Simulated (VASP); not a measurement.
# BaZrO3 (Pm-3m) in VASP: single point with PBEsol

Aim: the single point of BaZrO3 with PBEsol.

Program: VASP 6.6.1. These are calculated values, not measurements. Logs are shortened: lines on timing, memory, paths and dates and some standing lists are left out, and cuts for length are marked.

### Step 1. The cell of the first run

Symmetry: Pm-3m, No. 221, cubic system. Conventional cell: a = 4.181 Å, b = 4.181 Å, c = 4.181 Å, α = 90.00°, β = 90.00°, γ = 90.00°. Within 3.9 Å of Ba (site symmetry m-3m) lie 12 O at 2.96 Å and 8 Zr at 3.62 Å. Within 2.8 Å of Zr (site symmetry m-3m) lie 6 O at 2.09 Å. Within 2.8 Å of O (site symmetry 4/mmm) lie 2 Zr at 2.09 Å.

### Step 2. Single point, PBEsol

The input, INCAR:

```
SYSTEM = BaZrO3
ALGO = Normal
EDIFF = 1E-6
ENCUT = 910
GGA = PS
GGA_COMPAT = .FALSE.
ISIF = 2
ISMEAR = -1
LASPH = .TRUE.
LCHARG = .TRUE.
LELF = .TRUE.
LREAL = .FALSE.
LVHAR = .TRUE.
LWAVE = .FALSE.
NBANDS = 28
NELM = 120
PREC = Accurate
SIGMA = 0.05
```

The input, KPOINTS:

```
k-points
0
G
  8 8 8
  0 0 0
```

The input, POSCAR:

```
BaZrO3
1.0
    4.1806150114      0.0000000000      0.0000000000
    0.0000000000      4.1806150114      0.0000000000
    0.0000000000      0.0000000000      4.1806150114
Ba Zr O
1 1 3
Direct
    0.0000000000      0.0000000000      0.0000000000
    0.5000000000      0.5000000000      0.5000000000
    0.0000000000      0.5000000000      0.5000000000
    0.5000000000      0.0000000000      0.5000000000
    0.5000000000      0.5000000000      0.0000000000
```

Potentials or basis: VASP PAW PBE potentials, release 64 (Ba_sv, Zr_sv, O_h).

Command:

```sh
$ cat potpaw_PBE.64/Ba_sv/POTCAR potpaw_PBE.64/Zr_sv/POTCAR potpaw_PBE.64/O_h/POTCAR > POTCAR
$ mpirun -np 1 vasp_std > vasp.out
```

OUTCAR:

```text
SYSTEM = BaZrO3
   EDIFF = 1E-6
   ENCUT = 910
   GGA = PS
   ISIF = 2
   ISMEAR = -1
   LASPH = .TRUE.
   LREAL = .FALSE.
   NELM = 120
   PREC = Accurate

 ion  position               nearest neighbor table
   1  0.000  0.000  0.000-   3 2.96   4 2.96   5 2.96   3 2.96   4 2.96   3 2.96   5 2.96   3 2.96
                             4 2.96   5 2.96   4 2.96   5 2.96   2 3.62   2 3.62   2 3.62   2 3.62
   2  0.500  0.500  0.500-   3 2.09   4 2.09   5 2.09   5 2.09   4 2.09   3 2.09   1 3.62   1 3.62
                             1 3.62   1 3.62   1 3.62   1 3.62   1 3.62   1 3.62
   3  0.000  0.500  0.500-   2 2.09   2 2.09   1 2.96   1 2.96   1 2.96   1 2.96
   4  0.500  0.000  0.500-   2 2.09   2 2.09   1 2.96   1 2.96   1 2.96   1 2.96
   5  0.500  0.500  0.000-   2 2.09   2 2.09   1 2.96   1 2.96   1 2.96   1 2.96

  LATTYP: Found a simple cubic cell.
 ALAT       =     4.1806150114

  Lattice vectors:

 A1 = (   4.1806150114,   0.0000000000,   0.0000000000)
 A2 = (   0.0000000000,   4.1806150114,   0.0000000000)
 A3 = (   0.0000000000,   0.0000000000,   4.1806150114)

Analysis of symmetry for initial positions (statically):
=====================================================================
 Subroutine PRICEL returns:
 Original cell was already a primitive cell.

 Routine SETGRP: Setting up the symmetry group for a
 simple cubic supercell.

 Subroutine GETGRP returns: Found 48 space group operations
 (whereof 48 operations were pure point group operations)
 out of a pool of 48 trial point group operations.

The static configuration has the point symmetry O_h .

Analysis of symmetry for dynamics (positions and initial velocities):
=====================================================================
 Subroutine PRICEL returns:
 Original cell was already a primitive cell.

 Routine SETGRP: Setting up the symmetry group for a
 simple cubic supercell.

 Subroutine GETGRP returns: Found 48 space group operations
 (whereof 48 operations were pure point group operations)
 out of a pool of 48 trial point group operations.

The dynamic configuration has the point symmetry O_h .

 Subroutine INISYM returns: Found 48 space group operations
 (whereof 48 operations are pure point group operations),
 and found     1 'primitive' translations

----------------------------------------------------------------------------------------

                                     Primitive cell

  volume of cell :      73.0669

  direct lattice vectors                    reciprocal lattice vectors
     4.180615011  0.000000000  0.000000000     0.239199256  0.000000000  0.000000000
     0.000000000  4.180615011  0.000000000     0.000000000  0.239199256  0.000000000
     0.000000000  0.000000000  4.180615011     0.000000000  0.000000000  0.239199256

  length of vectors
     4.180615011  4.180615011  4.180615011     0.239199256  0.239199256  0.239199256

  position of ions in fractional coordinates (direct lattice)
     0.000000000  0.000000000  0.000000000
     0.500000000  0.500000000  0.500000000
     0.000000000  0.500000000  0.500000000
     0.500000000  0.000000000  0.500000000
     0.500000000  0.500000000  0.000000000

  ion indices of the primitive-cell ions
   primitive index   ion index
                 1           1
                 2           2
                 3           3
                 4           4
                 5           5

----------------------------------------------------------------------------------------

 KPOINTS: k-points

Automatic generation of k-mesh.
 Grid dimensions read from file:
 generate k-points for:    8    8    8

 Generating k-lattice:

  Cartesian coordinates                     Fractional coordinates (reciprocal lattice)
     0.029899907  0.000000000  0.000000000     0.125000000  0.000000000  0.000000000
     0.000000000  0.029899907  0.000000000     0.000000000  0.125000000  0.000000000
     0.000000000  0.000000000  0.029899907     0.000000000  0.000000000  0.125000000

  Length of vectors
     0.029899907  0.029899907  0.029899907

  Shift w.r.t. Gamma in fractional coordinates (k-lattice)
     0.000000000  0.000000000  0.000000000

 Subroutine IBZKPT returns following result:
 ===========================================

 Found     35 irreducible k-points:

 Following reciprocal coordinates:
            Coordinates               Weight
  0.000000  0.000000  0.000000      1.000000
  0.125000  0.000000  0.000000      6.000000
  0.250000  0.000000  0.000000      6.000000
  0.375000  0.000000  0.000000      6.000000
  0.500000  0.000000  0.000000      3.000000
  0.125000  0.125000  0.000000     12.000000
[... 16 lines left out ...]
  0.375000  0.375000  0.125000     24.000000
  0.500000  0.375000  0.125000     24.000000
 [... further k-points ...]
   k-points           NKPTS =     35   k-points in BZ     NKDIM =     35   number of bands    NBANDS=     28
   number of dos      NEDOS =    301   number of ions     NIONS =      5
   total plane-waves  NPLWV =  74088
   dimension x,y,z NGX =    42 NGY =   42 NGZ =   42
   dimension x,y,z NGXF=    84 NGYF=   84 NGZF=   84
   ions per type =               1   1   3
   NGX,Y,Z   is equivalent  to a cutoff of  16.70, 16.70, 16.70 a.u.
   NGXF,Y,Z  is equivalent  to a cutoff of  33.40, 33.40, 33.40 a.u.
 SYSTEM =  BaZrO3
   PREC   = accura    normal or accurate (medium, high low for compatibility)
   ISTART =      0    job   : 0-new  1-cont  2-samecut
   ICHARG =      2    charge: 1-file 2-atom 10-const
   ISPIN  =      1    spin polarized calculation?
   LNONCOLLINEAR =      F non collinear calculations
   LSORBIT =      F    spin-orbit coupling
   LASPH  =      T    aspherical Exc in radial PAW
   ENCUT  =  910.0 eV  66.88 Ry    8.18 a.u.  10.28 10.28 10.28*2*pi/ulx,y,z
   NELM   =    120;   NELMIN=  2; NELMDL= -5     # of ELM steps
   EDIFF  = 0.1E-05   stopping-criterion for ELM
   LREAL  =      F    real-space projection
   EDIFFG = 0.1E-04   stopping-criterion for IOM
   NSW    =      0    number of steps for IOM
   IBRION =     -1    ionic relax: 0-MD 1-quasi-New 2-CG
   NFREE  =      0    steps in history (QN), initial steepest desc. (CG)
   ISIF   =      2    stress and relaxation
   ISYM   =      2    0-nonsym 1-usesym 2-fastsym
   POTIM  = 0.5000    time-step for ionic-motion
   TEBEG  =    0.0;   TEEND  =   0.0 temperature during run
   PSTRESS=    0.0 pullay stress
   NELECT =      40.0000    total number of electrons
   NUPDOWN=      -1.0000    fix difference up-down
   EMIN   =  10.00;   EMAX   =-10.00  energy-range for DOS
   EFERMI =   0.00;   METHOD = LEGACY
   ISMEAR =    -1;   SIGMA  =   0.05  broadening in eV -4-tet -1-fermi 0-gaus
   EFERMI_NEDOS =   21; number of points for ismear=-14 and -15
   IALGO  =     38    algorithm
   IMIX   =      4    mixing-type and parameters
     AMIX     =   0.40;   BMIX     =  1.00
     AMIX_MAG =   1.60;   BMIX_MAG =  1.00
  volume/ion in A,a.u.               =      14.61        98.62
  Fermi-wavevector in a.u.,A,eV,Ry     =   1.339228  2.530775 24.402494  1.793533
  Thomas-Fermi vector in A             =   2.467637
   LORBIT       =      0    0 simple, 1 ext, 2 COOP (PROOUT), +10 PAW based schemes
   GGA     = PS    functional components
   LHFCALC =     F    Hartree Fock is set to
   AEXX    =    0.0000 exact exchange contribution
   IVDW    =     0    specifies the selected vdW correction
   LEPSILON=     F    determine dielectric tensor
   LRPA    =     F    only Hartree local field effects (RPA)
 non-spin polarized calculation
  energy-cutoff  :      910.00
  volume of cell :       73.07
 maximum number of plane-waves:      4632
 NGX is ok and might be reduce to    42
   NGX = 21   NGY = 21   NGZ = 21

 number of electron      40.0000012 magnetization

 Free energy of the ion-electron system (eV)
  ---------------------------------------------------
  ext. energy  EPLUGINS =         0.00000000
  ---------------------------------------------------
  free energy    TOTEN  =       -43.64021651 eV

  energy without entropy =      -43.64021651  energy(sigma->0) =      -43.64021651

 E-fermi :   5.1465     XC(G=0): -11.0646

 val. band max:        4.0016789142   @ k =   0.5000   0.5000   0.5000
 cond. band min:       7.1291905006   @ k =   0.0000   0.0000   0.0000
 fundamental gap:      3.1275115865
 Fermi energy:         5.1465467917

 k-point     1 :       0.0000    0.0000    0.0000
  band No.  band energies     occupation
      1     -42.8216      2.00000
      2     -21.2129      2.00000
      3     -21.0430      2.00000
      4     -21.0430      2.00000
      5     -21.0430      2.00000
      6     -12.2977      2.00000
[... 20 lines left out ...]
     27      11.5543      0.00000
     28      11.5543      0.00000

 k-point     2 :       0.1250    0.0000    0.0000
  band No.  band energies     occupation
      1     -42.8211      2.00000
      2     -21.2567      2.00000
      3     -21.0419      2.00000
      4     -21.0419      2.00000
      5     -21.0293      2.00000
      6     -12.2938      2.00000
[... 20 lines left out ...]
     27      11.5552      0.00000
     28      12.0577      0.00000

 k-point     3 :       0.2500    0.0000    0.0000
  band No.  band energies     occupation
      1     -42.8199      2.00000
      2     -21.3530      2.00000
      3     -21.0392      2.00000
      4     -21.0392      2.00000
      5     -21.0028      2.00000
      6     -12.3600      2.00000
[... 20 lines left out ...]
     27      11.5551      0.00000
     28      11.9123      0.00000

 k-point     4 :       0.3750    0.0000    0.0000
  band No.  band energies     occupation
      1     -42.8186      2.00000
      2     -21.4426      2.00000
      3     -21.0366      2.00000
      4     -21.0366      2.00000
      5     -20.9793      2.00000
      6     -12.4476      2.00000
[... 578 lines left out ...]
     27      12.2588      0.00000
     28      12.5122      0.00000

 k-point    23 :       0.3750    0.3750    0.1250
  band No.  band energies     occupation
      1     -42.8151      2.00000
      2     -21.3240      2.00000
      3     -21.2617      2.00000
      4     -21.0773      2.00000
      5     -21.0487      2.00000
      6     -12.0358      2.00000
[... 20 lines left out ...]
     27      12.1776      0.00000
     28      12.9534      0.00000

 k-point    24 :       0.5000    0.3750    0.1250
  band No.  band energies     occupation
      1     -42.8146      2.00000
      2     -21.3319      2.00000
      3     -21.2609      2.00000
      4     -21.0784      2.00000
      5     -21.0697      2.00000
      6     -12.0180      2.00000
[... 20 lines left out ...]
     27      12.4787      0.00000
     28      13.1577      0.00000

 [... further k-points ...]

------------------------ aborting loop because EDIFF is reached ----------------------------------------

  FORCE on cell =-STRESS in cart. coord.  units (eV):
  Direction    XX          YY          ZZ          XY          YZ          ZX
  --------------------------------------------------------------------------------------
  -------------------------------------------------------------------------------------
  Total        0.4087013      0.4087013      0.4087013      0.0000000     -0.0000000     -0.0000000
  in kB        8.9618176      8.9618176      8.9618176      0.0000000     -0.0000000     -0.0000000
  external PRESSURE =       8.9618176 kB  Pullay stress =       0.0000000 kB

 VOLUME and BASIS-vectors are now :
 -----------------------------------------------------------------------------
  energy-cutoff  :      910.00
  volume of cell :       73.07
      direct lattice vectors                 reciprocal lattice vectors
     4.180615011  0.000000000  0.000000000     0.239199256  0.000000000  0.000000000
     0.000000000  4.180615011  0.000000000     0.000000000  0.239199256  0.000000000
     0.000000000  0.000000000  4.180615011     0.000000000  0.000000000  0.239199256

 POSITION                                       TOTAL-FORCE (eV/Angst)
 -----------------------------------------------------------------------------------
      0.00000      0.00000      0.00000         0.000000      0.000000      0.000000
      2.09031      2.09031      2.09031         0.000000      0.000000      0.000000
      0.00000      2.09031      2.09031         0.000000      0.000000      0.000000
      2.09031      0.00000      2.09031         0.000000      0.000000      0.000000
      2.09031      2.09031      0.00000         0.000000      0.000000      0.000000
 -----------------------------------------------------------------------------------
    total drift:                                0.000000     -0.000000     -0.000000

  FREE ENERGIE OF THE ION-ELECTRON SYSTEM (eV)
  ---------------------------------------------------
  free  energy   TOTEN  =       -43.6402165055 eV

  energy  without entropy=      -43.6402165054  energy(sigma->0) =      -43.64021651
```

It took 92 s on 1 thread of Intel Xeon 6975P-C (Granite Rapids), shared host; peak memory 0.36 GiB.

What came out:

* Free energy: -43.6402 eV
* Pressure: 0.9 GPa
* Band gap on the k mesh: 3.13 eV (least direct gap 3.34 eV)

Caveat: the cutoff is under 1.25 times the usual one of these potentials, so pressure, stress and relaxed cells hold a basis-set (Pulay) error; the PAW data sets were made with another functional, which shifts forces and pressure a little; spin-orbit coupling is left out, which moves the levels of the heavy elements. A k mesh can miss the band edges.
